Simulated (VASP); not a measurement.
Wanted: the native input for a VASP 6.6.1 run.

```
Task                   : single point
Functional             : LDA
Potentials or basis    : VASP PAW LDA potentials, release 64 (Tc_pv)
Cutoff                 : 520 eV
k mesh                 : 9 × 9 × 9
Occupations            : fermi-dirac, width 0.05 eV
Spin                   : non-collinear spin, zero start, spin-orbit coupling
Starting moments       : [[0.0, 0.0, 0.0]] μB
Dipole correction      : no
Further INCAR settings : ALGO = Fast; EDIFF = 1e-06; NBANDS = 24
```

The structure of Tc lies in POSCAR:

```
Tc
1.0
    0.0000000000      1.9500000000      1.9500000000
    1.9500000000      0.0000000000      1.9500000000
    1.9500000000      1.9500000000      0.0000000000
Tc
1
Direct
    0.0000000000      0.0000000000      0.0000000000
```

One way to write it, as run:

INCAR

```
  ALGO = Fast
  EDIFF = 1E-6
  ENCUT = 520
  GGA = CA
  GGA_COMPAT = False
  ISIF = 2
  ISMEAR = -1
  LASPH = True
  LCHARG = True
  LMAXMIX = 4
  LORBIT = 11
  LORBMOM = True
  LREAL = False
  LSORBIT = True
  LVHAR = True
  LWAVE = False
  MAGMOM = 0 0 0
  NBANDS = 24
  NELM = 150
  PREC = Accurate
  SIGMA = 0.05
```

KPOINTS

```
k-points
0
Gamma
  9 9 9
```

Potentials or basis: VASP PAW LDA potentials, release 64 (Tc_pv).

Command:

```console
$ cat potpaw_LDA.64/Tc_pv/POTCAR > POTCAR
$ mpirun -np 1 vasp_ncl > vasp.out
```

It gave:

The pressure is -19.9 GPa. The net moment is 0.00 μB per cell and the valence electrons inside the program's atomic spheres are Tc 12.00.

Wall time 17 s on 1 thread of Intel(R) Xeon(R) 6975P-C (Granite Rapids), on a shared host, peak memory 0.17 GiB.
